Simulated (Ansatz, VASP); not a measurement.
## TaAs in VASP and in Ansatz

The input INCAR:

```
PREC = Accurate
ENCUT = 520
EDIFF = 1E-6
ISMEAR = 0
SIGMA = 0.1
LREAL = F
LASPH = T
NELM = 60
ALGO = Normal
ISIF = 2
LWAVE = F
LCHARG = T
LELF = T
LVHAR = T
NBANDS = 24
```

KPOINTS

```
regular mesh
0
Gamma
  8 8 8
```

Contents of POSCAR:

```
TaAs
1.0
   -1.7218133622      1.7218133622      5.8679415361
    1.7218133622     -1.7218133622      5.8679415361
    1.7218133622      1.7218133622     -5.8679415361
Ta As
2 2
Direct
    0.4999673000      0.9999673000      0.5000000000
    0.7499673000      0.7499673000      0.0000000000
    0.0826321200      0.5826321200      0.5000000000
    0.3326321200      0.3326321200      0.0000000000
```

Input for Ansatz:

```yaml
crystal:
  lattice:
    - [-1.7218133622, 1.7218133622, 5.8679415361]
    - [1.7218133622, -1.7218133622, 5.8679415361]
    - [1.7218133622, 1.7218133622, -5.8679415361]
  atoms:
    - { symbol: Ta, position: [0.4999673, 0.9999673, 0.5] }
    - { symbol: Ta, position: [0.7499673, 0.7499673, 0.0] }
    - { symbol: As, position: [0.08263212, 0.58263212, 0.5] }
    - { symbol: As, position: [0.33263212, 0.33263212, 0.0] }
basis:
  ecutwfc: 420
kpoints:
  mp_grid: { grid: [8, 8, 8] }
hamiltonian:
  xc: lda
scf:
  occupations: { method: gaussian, width: 0.1 }
output:
  forces: true
  stress: true
  eigenvalues: true
```

Alike in both runs: task single point; functional LDA; k mesh 8 × 8 × 8; occupations gaussian, width 0.1 eV; no spin polarisation.

|  | VASP | Ansatz |
| --- | --- | --- |
| version | VASP 6.6.1 | Ansatz 0.2.0 |
| potentials or method | VASP PAW LDA potentials, release 64 (Ta_pv, As), cutoff 520 eV | scalar-relativistic, plane waves, PAW |
| valence electrons in the cell | 32 | 56 |

|  | VASP | Ansatz | Ansatz less VASP |
| --- | --- | --- | --- |
| gap on the k mesh at the Fermi level (eV) | none | none | - |
| pressure (GPa) | -6.5 | -7.5 | -0.98 |
| traceless stress, the component that is largest in VASP (GPa) | 0.13 | 0.24 | +0.115 |
| rms of the force components (eV/Å) | 0.013 | 0.011 | -0.0026 |

LDA's correlation is that of Perdew and Zunger in VASP and of Perdew and Wang (1992) in Ansatz. Atom by atom the forces differ by 0.003 eV/Å (rms over components). A gap of «none» marks a metal or a gap that the smearing closes. VASP's potentials hold 32 valence electrons a cell and Ansatz's 56, so a difference there can come from the potentials and not from the codes.

Spin-orbit coupling is off throughout.
